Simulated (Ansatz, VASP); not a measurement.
## In2GeS2 in VASP and in Ansatz

```
In Ge S
1.0
     3.82862    0.00000    0.00000
    -1.91431    3.31568    0.00000
     0.00000    0.00000   10.04249
In Ge S
2 1 2
Cartesian
  1.9143 1.1052 8.2147
  1.9143 1.1052 1.8525
  0.0000 0.0000 4.2793
  0.0000 0.0000 0.2273
  0.0000 2.2105 5.5112
```

Change from the starting cell: the structure that the rattled cell fell into.

Alike in both runs: functional PBE; k mesh 12 × 12 × 4; occupations gaussian, width 0.1 eV; no spin polarisation.

Ansatz relaxed the structure, and its values are those at the end. VASP's run is a single point on that final structure, the one shown.

```csv
,VASP,Ansatz
version,VASP 6.6.1,Ansatz 0.2.0
potentials or method,"VASP PAW PBE potentials, release 64 (In_d, Ge_d, S), cutoff 520 eV","scalar-relativistic, plane waves, PAW"
valence electrons in the cell,52,52
```

|  | VASP | Ansatz | Ansatz less VASP |
| --- | --- | --- | --- |
| gap on the k mesh at the Fermi level (eV) | none | none | - |
| pressure (GPa) | -0.1 | 0.0 | +0.04 |
| rms of the force components (eV/Å) | 0.002 | 0.004 | +0.0016 |

A gap of «none» marks a metal or a gap that the smearing closes. The functional is the same, so the differences come from potentials, cutoffs and numerics.
